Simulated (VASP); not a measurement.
# PbO (Litharge) (P4/nmm) in VASP: further runs

Aim: see how the results for PbO (Litharge) move with the level of theory and the settings. Levels: BLYP, SVWN5. Tasks: single point.

Program: VASP 6.6.1. These are calculated values, not measurements. Logs are shortened: lines on timing, memory, paths and dates and some standing lists are left out, and cuts for length are marked.

**1. The cell of the first run**

It takes space group P4/nmm (No. 129, tetragonal). The conventional cell has a = 4.043 Å, b = 4.043 Å, c = 5.076 Å, α = 90.00°, β = 90.00°, γ = 90.00°. Pb (site symmetry 4mm) has 4 O at 2.36 Å within 3.1 Å. O (site symmetry -4m2) has 4 Pb at 2.36 Å and 4 O at 2.86 Å within 3.1 Å.

**2. Single point, BLYP**

INCAR reads:

```
SYSTEM = PbO
PREC = Accurate
ENCUT = 600
EDIFF = 1E-6
ISMEAR = -1
SIGMA = 0.05
LREAL = .False.
LASPH = .True.
NELM = 120
ALGO = Normal
ISIF = 2
LWAVE = .False.
LCHARG = .False.
GGA = B5
ALDAX = 1.0
AGGAX = 1.0
AGGAC = 1.0
ALDAC = 0.0
NBANDS = 28
GGA_COMPAT = .False.
```

KPOINTS reads:

```
regular mesh
0
Gamma
  7 7 6
  0 0 0
```

POSCAR reads:

```
PbO
1.0
    4.0425060212      0.0000000000      0.0000000000
    0.0000000000      4.0425060212      0.0000000000
    0.0000000000      0.0000000000      5.0759286131
Pb O
2 2
Direct
    0.5000000000      0.0000000000      0.7600000000
    0.0000000000      0.5000000000      0.2400000000
    0.5000000000      0.5000000000      0.0000000000
    0.0000000000      0.0000000000      0.0000000000
```

Potentials or basis: VASP PAW PBE potentials, release 64 (Pb_d, O).

Launch:

```
> cat potpaw_PBE.64/Pb_d/POTCAR potpaw_PBE.64/O/POTCAR > POTCAR
> mpirun -np 1 vasp_std > vasp.out
```

OUTCAR:

```text
SYSTEM = PbO
   PREC = Accurate
   ENCUT = 600
   EDIFF = 1E-6
   ISMEAR = -1
   LREAL = .False.
   LASPH = .True.
   NELM = 120
   ISIF = 2
   GGA = B5

 ion  position               nearest neighbor table
   1  0.500  0.000  0.760-   3 2.36   4 2.36   3 2.36   4 2.36   2 3.76   2 3.76   2 3.76   2 3.76
                             2 3.89   2 3.89   2 3.89   2 3.89
   2  0.000  0.500  0.240-   3 2.36   4 2.36   4 2.36   3 2.36   1 3.76   1 3.76   1 3.76   1 3.76
                             1 3.89   1 3.89   1 3.89   1 3.89
   3  0.500  0.500  0.000-   1 2.36   2 2.36   1 2.36   2 2.36
   4  0.000  0.000  0.000-   1 2.36   2 2.36   2 2.36   1 2.36

  LATTYP: Found a simple tetragonal cell.
 ALAT       =     4.0425060212
 C/A-ratio  =     1.2556390977

  Lattice vectors:

 A1 = (   4.0425060212,   0.0000000000,   0.0000000000)
 A2 = (   0.0000000000,   4.0425060212,   0.0000000000)
 A3 = (   0.0000000000,   0.0000000000,   5.0759286131)

Analysis of symmetry for initial positions (statically):
=====================================================================
 Subroutine PRICEL returns:
 Original cell was already a primitive cell.

 Routine SETGRP: Setting up the symmetry group for a
 simple tetragonal supercell.

 Subroutine GETGRP returns: Found 16 space group operations
 (whereof  8 operations were pure point group operations)
 out of a pool of 16 trial point group operations.

The static configuration has the point symmetry D_2d.
 The point group associated with its full space group is D_4h.

Analysis of symmetry for dynamics (positions and initial velocities):
=====================================================================
 Subroutine PRICEL returns:
 Original cell was already a primitive cell.

 Routine SETGRP: Setting up the symmetry group for a
 simple tetragonal supercell.

 Subroutine GETGRP returns: Found 16 space group operations
 (whereof  8 operations were pure point group operations)
 out of a pool of 16 trial point group operations.

The dynamic configuration has the point symmetry D_2d.
 The point group associated with its full space group is D_4h.

 Subroutine INISYM returns: Found 16 space group operations
 (whereof  8 operations are pure point group operations),
 and found     1 'primitive' translations

----------------------------------------------------------------------------------------

                                     Primitive cell

  volume of cell :      82.9501

  direct lattice vectors                    reciprocal lattice vectors
     4.042506021  0.000000000  0.000000000     0.247371307  0.000000000  0.000000000
     0.000000000  4.042506021  0.000000000     0.000000000  0.247371307  0.000000000
[... 94 lines left out ...]
   NFREE  =      0    steps in history (QN), initial steepest desc. (CG)
   ISIF   =      2    stress and relaxation
   ISYM   =      2    0-nonsym 1-usesym 2-fastsym
   POTIM  = 0.5000    time-step for ionic-motion
   TEBEG  =    0.0;   TEEND  =   0.0 temperature during run
   PSTRESS=    0.0 pullay stress
   NELECT =      40.0000    total number of electrons
   NUPDOWN=      -1.0000    fix difference up-down
   EMIN   =  10.00;   EMAX   =-10.00  energy-range for DOS
   EFERMI =   0.00;   METHOD = LEGACY
   ISMEAR =    -1;   SIGMA  =   0.05  broadening in eV -4-tet -1-fermi 0-gaus
   EFERMI_NEDOS =   21; number of points for ismear=-14 and -15
   IALGO  =     38    algorithm
   IMIX   =      4    mixing-type and parameters
     AMIX     =   0.40;   BMIX     =  1.00
     AMIX_MAG =   1.60;   BMIX_MAG =  1.00
  volume/ion in A,a.u.               =      20.74       139.94
  Fermi-wavevector in a.u.,A,eV,Ry     =   1.283776  2.425985 22.423496  1.648080
  Thomas-Fermi vector in A             =   2.416009
   LORBIT       =      0    0 simple, 1 ext, 2 COOP (PROOUT), +10 PAW based schemes
   GGA     = B5    functional components
   LHFCALC =     F    Hartree Fock is set to
   AEXX    =    0.0000 exact exchange contribution
   IVDW    =     0    specifies the selected vdW correction
   LEPSILON=     F    determine dielectric tensor
   LRPA    =     F    only Hartree local field effects (RPA)
 non-spin polarized calculation
  energy-cutoff  :      600.00
  volume of cell :       82.95
 maximum number of plane-waves:      2796
   NGX = 17   NGY = 17   NGZ = 21

 number of electron      40.0000014 magnetization

 Free energy of the ion-electron system (eV)
  ---------------------------------------------------
  ext. energy  EPLUGINS =         0.00000000
  ---------------------------------------------------
  free energy    TOTEN  =       -20.00709015 eV

  energy without entropy =      -20.00709014  energy(sigma->0) =      -20.00709015

 E-fermi :   5.7471     XC(G=0):  -9.1529

 val. band max:        4.9620305556   @ k =   0.0000   0.0000   0.0000
 cond. band min:       6.5231025066   @ k =   0.4286   0.4286   0.0000
 fundamental gap:      1.5610719510
 Fermi energy:         5.7471442350

 k-point     1 :       0.0000    0.0000    0.0000
  band No.  band energies     occupation
      1     -12.8025      2.00000
      2     -12.4263      2.00000
      3     -10.9025      2.00000
      4     -10.9025      2.00000
      5     -10.8542      2.00000
      6     -10.8305      2.00000
[... 733 lines left out ...]
     27      14.4620      0.00000
     28      15.1970      0.00000

 [... further k-points ...]

------------------------ aborting loop because EDIFF is reached ----------------------------------------

  FORCE on cell =-STRESS in cart. coord.  units (eV):
  Direction    XX          YY          ZZ          XY          YZ          ZX
  --------------------------------------------------------------------------------------
  -------------------------------------------------------------------------------------
  Total        2.0204289      2.0204289      1.3145182      0.0000000      0.0000000      0.0000000
  in kB       39.0244957     39.0244957     25.3898620      0.0000000      0.0000000      0.0000000
  external PRESSURE =      34.4796178 kB  Pullay stress =       0.0000000 kB

 VOLUME and BASIS-vectors are now :
 -----------------------------------------------------------------------------
  energy-cutoff  :      600.00
  volume of cell :       82.95
      direct lattice vectors                 reciprocal lattice vectors
     4.042506021  0.000000000  0.000000000     0.247371307  0.000000000  0.000000000
     0.000000000  4.042506021  0.000000000     0.000000000  0.247371307  0.000000000
     0.000000000  0.000000000  5.075928613     0.000000000  0.000000000  0.197008287

 POSITION                                       TOTAL-FORCE (eV/Angst)
 -----------------------------------------------------------------------------------
      2.02125      0.00000      3.85771         0.000000      0.000000      0.182760
      0.00000      2.02125      1.21822         0.000000      0.000000     -0.182760
      2.02125      2.02125      0.00000         0.000000      0.000000      0.000000
      0.00000      0.00000      0.00000         0.000000     -0.000000      0.000000
 -----------------------------------------------------------------------------------
    total drift:                                0.000000     -0.000000     -0.000000

  FREE ENERGIE OF THE ION-ELECTRON SYSTEM (eV)
  ---------------------------------------------------
  free  energy   TOTEN  =       -20.0070901522 eV

  energy  without entropy=      -20.0070901415  energy(sigma->0) =      -20.00709015
```

stdout:

```text
POSCAR found type information on POSCAR PbO
 POSCAR found :  2 types and       4 ions
 scaLAPACK will be used
 -----------------------------------------------------------------------------
|                                                                             |
|                                                                             |
|     You enforced a specific xc type in the INCAR file but a different       |
|     I HOPE YOU KNOW WHAT YOU ARE DOING!                                     |
|                                                                             |
 -----------------------------------------------------------------------------

 LDA part: xc-table for (Slater(with rela. corr.)+VWN5), standard interpolation
 POSCAR, INCAR and KPOINTS ok, starting setup
 FFT: planning ... GRIDC
 FFT: planning ... GRID_SOFT
 FFT: planning ... GRID
 WAVECAR not read
 entering main loop
```

Run time: 75 s. Hardware: 1 thread of AMD EPYC 9R45 (Zen 5), shared host; peak memory 0.22 GiB.

What came out:

* Free energy: -20.0071 eV
* Pressure: 3.4 GPa
* Largest force: 0.183 eV/Å
* Band gap on the k mesh: 1.56 eV, indirect (least direct gap 2.35 eV)

Forces in eV/Å, atoms in the order of the input:
```
Pb   0.000  0.000  0.183
Pb   0.000  0.000 -0.183
O    0.000  0.000  0.000
O    0.000  0.000  0.000
```

Stress tensor (GPa, compression positive):
```
3.90 0.00 0.00
0.00 3.90 0.00
0.00 0.00 2.54
```

Caveat: the PAW data sets were made with another functional, which shifts forces and pressure a little; spin-orbit coupling is left out, which moves the levels of the heavy elements. A k mesh can miss the band edges.

**3. Single point, SVWN5**

INCAR reads:

```
SYSTEM = PbO
PREC = Accurate
ENCUT = 600
EDIFF = 1E-6
ISMEAR = -1
SIGMA = 0.05
LREAL = .FALSE.
LASPH = .TRUE.
NELM = 120
ALGO = Normal
ISIF = 2
LWAVE = .FALSE.
LCHARG = .TRUE.
GGA = VW
LELF = .TRUE.
LVHAR = .TRUE.
NBANDS = 28
GGA_COMPAT = .FALSE.
```

KPOINTS reads:

```
regular mesh
0
G
  7 7 6
  0 0 0
```

POSCAR is that of step 2.

Potentials or basis: VASP PAW PBE potentials, release 64 (Pb_d, O).

Launch:

```
> cat potpaw_PBE.64/Pb_d/POTCAR potpaw_PBE.64/O/POTCAR > POTCAR
> mpirun -np 1 vasp_std > vasp.out
```

It took 56 s on 1 thread of AMD EPYC 9R45 (Zen 5), shared host; peak memory 0.2 GiB.

Results (log left out):

```yaml
Free_energy: -24.2652 eV
Pressure: -6.3 GPa
Largest_force: 1.032 eV/Å
Band_gap_on_the_k_mesh: 1.44 eV, indirect (least direct gap 2.21 eV)
```

Forces on the atoms (eV/Å):
```
Pb   0.000  0.000  1.032
Pb   0.000  0.000 -1.032
O    0.000  0.000  0.000
O    0.000  0.000  0.000
```

Stress tensor (GPa, compression positive):
```
-6.49  0.00  0.00
 0.00 -6.49  0.00
 0.00  0.00 -5.89
```

Levels at points of the mesh, in eV from the valence-band top:
```tsv
k point	band 17	band 18	band 19	band 20	band 21	band 22	band 23	band 24
(0.00, 0.00, 0.00)	-1.43	-1.35	-1.35	0.00	2.28	5.41	5.44	5.44
(0.00, 0.00, 0.50)	-1.48	-1.38	-1.38	-0.76	1.89	3.88	3.88	4.14
```

Caveat: the PAW data sets were made with another functional, which shifts forces and pressure a little; spin-orbit coupling is left out, which moves the levels of the heavy elements. A k mesh can miss the band edges.

**4. Single point, BLYP**

This run uses another cell than the first one, of 21.14 Å³/atom, 1.019 times its volume.

INCAR reads:

```
PREC     = Accurate       # precision mode
ENCUT    = 600            # plane-wave cutoff, eV
EDIFF    = 1E-6           # SCF threshold, eV
ISMEAR   = -1             # smearing method
SIGMA    = 0.05           # smearing width, eV
LREAL    = F              # projectors in reciprocal space
LASPH    = T              # aspherical terms in the spheres
NELM     = 120            # most SCF steps
ALGO     = Normal         # electronic algorithm
ISIF     = 2              # what is computed and relaxed
LWAVE    = F              # write WAVECAR
LCHARG   = F              # write CHGCAR
GGA      = B5             # functional
ALDAX    = 1.0          
AGGAX    = 1.0          
AGGAC    = 1.0          
ALDAC    = 0.0          
NBANDS   = 28             # bands
GGA_COMPAT= F
```

KPOINTS reads:

```
Automatic mesh
0
Gamma
  7 7 6
```

POSCAR reads:

```
PbO
1.0
    4.0682551615      0.0000000000      0.0000000000
    0.0000000000      4.0682551615      0.0000000000
    0.0000000000      0.0000000000      5.1082602403
Pb O
2 2
Direct
    0.5000000000      0.0000000000      0.7600000000
    0.0000000000      0.5000000000      0.2400000000
    0.5000000000      0.5000000000      0.0000000000
    0.0000000000      0.0000000000      0.0000000000
```

Launch:

```
> cat potpaw_PBE.64/Pb_d/POTCAR potpaw_PBE.64/O/POTCAR > POTCAR
> mpirun -np 1 vasp_std > vasp.out
```

It took 90 s on 1 thread of AMD EPYC 9R45 (Zen 5), shared host; peak memory 0.24 GiB.

The run converged. Its results:

| Property | Result |
| --- | --- |
| Free energy | -20.0352 eV |
| Pressure | 1.9 GPa |
| Largest force | 0.408 eV/Å |
| Band gap on the k mesh | 1.58 eV, indirect (least direct gap 2.29 eV) |

Forces on the atoms (eV/Å):
```
Pb   0.000  0.000  0.408
Pb   0.000  0.000 -0.408
O    0.000  0.000  0.000
O    0.000  0.000  0.000
```

Stress tensor (GPa, compression positive):
```
2.32 0.00 0.00
0.00 2.32 0.00
0.00 0.00 1.18
```

Levels at points of the mesh, in eV from the valence-band top:
```tsv
k point	band 16	band 17	band 18	band 19	band 20	band 21	band 22	band 23	band 24	band 25
(0.00, 0.00, 0.00)	-3.67	-1.36	-1.26	-1.26	0.00	2.39	5.40	5.40	5.53	6.43
(0.00, 0.00, 0.50)	-3.52	-1.40	-1.29	-1.29	-0.72	2.13	3.93	3.93	4.23	8.24
```

Caveat: the PAW data sets were made with another functional, which shifts forces and pressure a little; spin-orbit coupling is left out, which moves the levels of the heavy elements. A k mesh can miss the band edges.

**5. Overview**

```tsv
level	cell	gap on the mesh (eV)	pressure (GPa)	largest force (eV/Å)
BLYP	a = 4.043, b = 4.043, c = 5.076 Å, 4 atoms	1.56	3.4	0.18
SVWN5	a = 4.043, b = 4.043, c = 5.076 Å, 4 atoms	1.44	-6.3	1.03
BLYP	a = 4.068, b = 4.068, c = 5.108 Å, 4 atoms	1.58	1.9	0.41
```

Alike in all rows: task single point; potentials or basis VASP PAW PBE potentials, release 64 (Pb_d, O); no spin polarisation; k mesh 7 × 7 × 6; cutoff (eV) 600; smearing fermi-dirac 0.05 eV.

Caveats: the PAW data sets were made with another functional, which shifts forces and pressure a little; spin-orbit coupling is left out, which moves the levels of the heavy elements.

Total energies depend on the potentials used, so only differences within one code and one set of settings carry meaning.
